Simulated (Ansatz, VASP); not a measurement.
**One calculation of Li, two programs**

INCAR

```
PREC = Accurate
ENCUT = 520
EDIFF = 1E-6
ISMEAR = 0
SIGMA = 0.1
LREAL = False
LASPH = True
NELM = 60
ALGO = Fast
ISIF = 2
LWAVE = False
LCHARG = False
GGA = PE
NBANDS = 14
```

KPOINTS

```
Automatic mesh
0
Gamma
  8 8 8
```

Contents of POSCAR:

```
Li
1.0
    4.4613001714      0.0148332863      0.0175950393
    0.0148332863      4.4734607935     -0.0057016836
    0.0175950393     -0.0057016836      4.5008110572
Li
4
Direct
    0.8527740163      0.1186320436      0.6009687696
    0.4219723840      0.3932998706      0.3741886033
    0.1142790837      0.6135606994      0.8828114598
    0.6109745160      0.8745051414      0.1420311672
```

Input for Ansatz:

```yaml
crystal:
  lattice:
    - [4.4613001714, 0.0148332863, 0.0175950393]
    - [0.0148332863, 4.4734607935, -0.0057016836]
    - [0.0175950393, -0.0057016836, 4.5008110572]
  atoms:
    - { symbol: Li, position: [0.8527740163, 0.1186320436, 0.6009687696] }
    - { symbol: Li, position: [0.421972384, 0.3932998706, 0.3741886033] }
    - { symbol: Li, position: [0.1142790837, 0.6135606994, 0.8828114598] }
    - { symbol: Li, position: [0.610974516, 0.8745051414, 0.1420311672] }
basis:
  ecutwfc: 420
kpoints:
  mp_grid: { grid: [8, 8, 8] }
hamiltonian:
  xc: pbe
scf:
  occupations: { method: gaussian, width: 0.1 }
output:
  forces: true
  stress: true
  eigenvalues: true
```

Change from the starting cell: all atoms moved at random, cell strained at random.

Alike in both runs: task single point; functional PBE; k mesh 8 × 8 × 8; occupations gaussian, width 0.1 eV; no spin polarisation.

|  | VASP | Ansatz |
| --- | --- | --- |
| version | VASP 6.6.1 | Ansatz 0.2.0 |
| potentials or method | VASP PAW PBE potentials, release 64 (Li_sv), cutoff 520 eV | scalar-relativistic, plane waves, PAW |
| valence electrons in the cell | 12 | 12 |

```csv
,VASP,Ansatz,Ansatz less VASP
gap on the k mesh at the Fermi level (eV),none,none,-
rms of the force components (eV/Å),0.223,0.222,-0.0013
```

Atom by atom the forces differ by 0.001 eV/Å (rms over components). A gap of «none» marks a metal or a gap that the smearing closes.

Noted on VASP's run: the cutoff is short for stress, so the pressure is rough.
